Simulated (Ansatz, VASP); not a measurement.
# HfN in VASP and in Ansatz

The input INCAR:

```
SYSTEM = HfN
ALGO = Normal ; EDIFF = 1E-6
ENCUT = 520 ; ISIF = 2
ISMEAR = -1 ; LASPH = .True.
LCHARG = .True. ; LELF = .True.
LREAL = .False. ; LVHAR = .True.
LWAVE = .False. ; NBANDS = 14
NELM = 60 ; PREC = Accurate
SIGMA = 0.03
```

File KPOINTS:

```
k-points
0
Gamma
  10 10 10
  0 0 0
```

POSCAR

```
HfN
1.0
   -0.0451800000      2.2364100000      2.2364100000
    2.2364100000     -0.0451800000      2.2364100000
    2.2364100000      2.2364100000     -0.0451800000
Hf N
1 1
Direct
    0.0000000000      0.0000000000      0.0000000000
    0.5000000000      0.5000000000      0.5000000000
```

Input for Ansatz:

```yaml
crystal:
  lattice:
    - [-0.04518, 2.23641, 2.23641]
    - [2.23641, -0.04518, 2.23641]
    - [2.23641, 2.23641, -0.04518]
  atoms:
    - { symbol: Hf, position: [0.0, 0.0, 0.0] }
    - { symbol: "N", position: [0.5, 0.5, 0.5] }
kpoints:
  mp_grid: { grid: [10, 10, 10] }
  band_path:
    path:
      - [0.0, 0.0, 0.0]
      - [0.5, 0.5, 0.5]
      - [0.2551801333, 0.5, 0.7448198667]
      - [-0.2551801333, 0.2551801333, 0.5]
      - [0.0, 0.0, 0.5]
      - [0.0, 0.0, 0.0]
      - [-0.3775900666, 0.0, 0.3775900666]
      - [0.0, 0.3775900666, 0.6224099334]
      - [0.0, 0.5, 0.5]
    npoints: 5
scf:
  occupations: { method: fermi_dirac, width: 0.03 }
hamiltonian:
  xc: lda
  pseudopotentials: { kind: all_electron, lapw: { basis_error: 0.001 } }
output:
  forces: true
  stress: true
  eigenvalues: true
```

Change from the starting cell: equal xy, yz and zx shear strains of -2 %.

Alike in both runs: task single point; functional LDA; k mesh 10 × 10 × 10; occupations fermi-dirac, width 0.03 eV; no spin polarisation.

|  | VASP | Ansatz |
| --- | --- | --- |
| version | VASP 6.6.1 | Ansatz 0.2.0 |
| potentials or method | VASP PAW LDA potentials, release 64 (Hf_pv, N), cutoff 520 eV | all-electron LAPW, scalar-relativistic |

VASP gave:

- pressure (GPa): -10.5
- traceless stress, the component that is largest in VASP (GPa): 2.35

What did Ansatz give for the same quantities?

Pressure (GPa): -9.2; traceless stress, the component that is largest in VASP (GPa): 2.32.

LDA's correlation is that of Perdew and Zunger in VASP and of Perdew and Wang (1992) in Ansatz. Ansatz ran all-electron here, and VASP with PAW potentials.

Neither program's run includes spin-orbit coupling.
